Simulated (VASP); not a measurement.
Input of a VASP 6.6.1 run:

Contents of INCAR:

```
SYSTEM = CdSe
PREC = Accurate
ENCUT = 600
EDIFF = 1E-6
ISMEAR = 0
SIGMA = 0.02
LREAL = .FALSE.
LASPH = .TRUE.
NELM = 80
ALGO = Normal
ISIF = 3
LWAVE = .FALSE.
LCHARG = .FALSE.
GGA = RP
IBRION = 2
NSW = 100
EDIFFG = -0.002
```

KPOINTS

```
regular mesh
0
G
  8 8 8
  0 0 0
```

Contents of POSCAR:

```
CdSe
1.0
    0.0000000000      3.0702712000      3.0702712000
    3.0702712000      0.0000000000      3.0702712000
    3.0702712000      3.0702712000      0.0000000000
Cd Se
1 1
Direct
    0.0000000000      0.0000000000      0.0000000000
    0.2500000000      0.2500000000      0.2500000000
```

Potentials or basis: VASP PAW PBE potentials, release 64 (Cd, Se).

Launch:

```sh
$ cat potpaw_PBE.64/Cd/POTCAR potpaw_PBE.64/Se/POTCAR > POTCAR
$ mpirun -np 1 vasp_std > vasp.out
```

**Question.** Predict the relaxed cell.

**Answer.** a = 4.450 Å, b = 4.450 Å, c = 4.450 Å, α = 60.00°, β = 60.00°, γ = 60.00°.

**Question.** What does it give for the band gap on the k mesh?

**Answer.** 0.57 eV, direct.

Final structure:
```yaml
crystal:
  lattice:
    - [0.00000, 3.14689, 3.14689]
    - [3.14689, 0.00000, 3.14689]
    - [3.14689, 3.14689, 0.00000]
  atoms:
    - { symbol: Cd, position: [0.00000, 0.00000, 0.00000] }
    - { symbol: Se, position: [0.25000, 0.25000, 0.25000] }
```

 RPBE gaps usually lie below the measured ones, often by a third to a half.
